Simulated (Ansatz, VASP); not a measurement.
**Nb in VASP and in Ansatz**

Contents of INCAR:

```
SYSTEM = Nb
  PREC = Accurate
  ENCUT = 520
  EDIFF = 1E-7
  ISMEAR = 0
  SIGMA = 0.15
  LREAL = .FALSE.
  LASPH = .TRUE.
  NELM = 60
  ALGO = Fast
  ISIF = 2
  LWAVE = .FALSE.
  LCHARG = .FALSE.
  GGA = PS
  NBANDS = 12
```

The input KPOINTS:

```
regular mesh
0
G
  20 20 20
  0 0 0
```

Contents of POSCAR:

```
Nb
1.0
   -1.6389907500      1.6389907500      1.6639500000
    1.6389907500     -1.6389907500      1.6639500000
    1.6389907500      1.6389907500     -1.6639500000
Nb
1
Direct
    0.0000000000      0.0000000000      0.0000000000
```

Input for Ansatz:

```yaml
crystal:
  lattice:
    - [-1.63899075, 1.63899075, 1.66395]
    - [1.63899075, -1.63899075, 1.66395]
    - [1.63899075, 1.63899075, -1.66395]
  atoms:
    - { symbol: Nb, position: [0.0, 0.0, 0.0] }
basis:
  ecutwfc: 420
kpoints:
  mp_grid: { grid: [20, 20, 20] }
hamiltonian:
  xc: pbesol
scf:
  occupations: { method: gaussian, width: 0.15 }
output:
  forces: true
  stress: true
  eigenvalues: true
  write_density: true
  write_potential: true
  elf: true
  volumetric_format: npy
```

Change from the starting cell: strain -0.015 along x and y, +0.000 along z, atoms carried along.

Alike in both runs: task single point; functional PBEsol; k mesh 20 × 20 × 20; occupations gaussian, width 0.15 eV; no spin polarisation.

```csv
,VASP,Ansatz
version,VASP 6.6.1,Ansatz 0.2.0
potentials or method,"VASP PAW PBE potentials, release 64 (Nb_sv), cutoff 520 eV","scalar-relativistic, plane waves, PAW"
valence electrons in the cell,13,13
```

Ansatz gave:

- gap on the k mesh at the Fermi level (eV): none
- pressure (GPa): -3.7
- traceless stress, the component that is largest in VASP (GPa): -1.23

Task: Estimate VASP's values.

Result: gap on the k mesh at the Fermi level (eV): none; pressure (GPa): -4.0; traceless stress, the component that is largest in VASP (GPa): -1.23.

VASP's potentials were made for PBE, not for PBEsol. A gap of «none» marks a metal or a gap that the smearing closes.
